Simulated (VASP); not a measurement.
Set up this calculation in VASP 6.6.1, as the native input.

```
Task                   : single point
Functional             : r2SCAN
Potentials or basis    : VASP PAW PBE potentials, release 64 (Ca_sv, O)
Cutoff                 : 520 eV
k mesh                 : 8 × 8 × 8
Occupations            : gaussian, width 0.01 eV
Spin                   : no spin polarisation
Dipole correction      : no
Further INCAR settings : ALGO = Normal; EDIFF = 1e-07; NBANDS = 15
```

Crystal: CaO.

```xyz
2
Lattice="-0.0374 2.6067 2.6067 2.6067 -0.0374 2.6067 2.5693 2.5693 0.0000" Properties=species:S:1:pos:R:3 pbc="T T T"
Ca    0.0000    0.0000   -0.0132
O     1.2847    1.2847    1.3166
```

This cell differs from its parent crystal: shear xy strain -2.9%.

These files were run (other wordings do the same):

POSCAR

```
CaO
1.0
   -0.0374066005      2.6067317416      2.6067317416
    2.6067317416     -0.0374066005      2.6067317416
    2.5693251411      2.5693251411      0.0000000000
Ca O
1 1
Direct
   -0.0025397295     -0.0025397295      0.0025397295
    0.2525397295      0.2525397295      0.2474602705
```

INCAR.step1

```
SYSTEM = CaO
ALGO = Normal
EDIFF = 1E-4
ENCUT = 520
GGA = PE
ISMEAR = 0
LASPH = .True.
LCHARG = .False.
LREAL = .False.
LWAVE = .True.
NBANDS = 15
NELM = 80
PREC = Accurate
SIGMA = 0.01
```

INCAR.step2

```
SYSTEM = CaO
ALGO = Normal
EDIFF = 1E-7
ENCUT = 520
ISIF = 2
ISMEAR = 0
ISTART = 1
LASPH = .True.
LCHARG = .False.
LMIXTAU = .True.
LREAL = .False.
LWAVE = .False.
METAGGA = R2SCAN
NBANDS = 15
NELM = 80
PREC = Accurate
SIGMA = 0.01
```

KPOINTS

```
k-points
0
Gamma
  8 8 8
  0 0 0
```

Potentials or basis: VASP PAW PBE potentials, release 64 (Ca_sv, O).

Launch:

```sh
$ cat potpaw_PBE.64/Ca_sv/POTCAR potpaw_PBE.64/O/POTCAR > POTCAR
$ cp INCAR.step1 INCAR
$ mpirun -np 1 vasp_std > vasp.out
$ cp INCAR.step2 INCAR
$ mpirun -np 1 vasp_std > vasp.out
```

Results of the run:

The pressure is 0.9 GPa, the largest force is 0.009 eV/Å and the band gap on the k mesh is 3.70 eV (least direct gap 4.30 eV).

Caveat: the cell differs from its parent crystal (shear xy strain -2.9%); the structure was generated, so it needn't be the stable form of CaO; the PAW data sets were made with another functional, which shifts forces and pressure a little.

Wall time 4.1 min on 1 thread of Intel(R) Xeon(R) Platinum 8259CL CPU @ 2.50GHz (Skylake/Cascade Lake), on a shared host, peak memory 0.2 GiB.
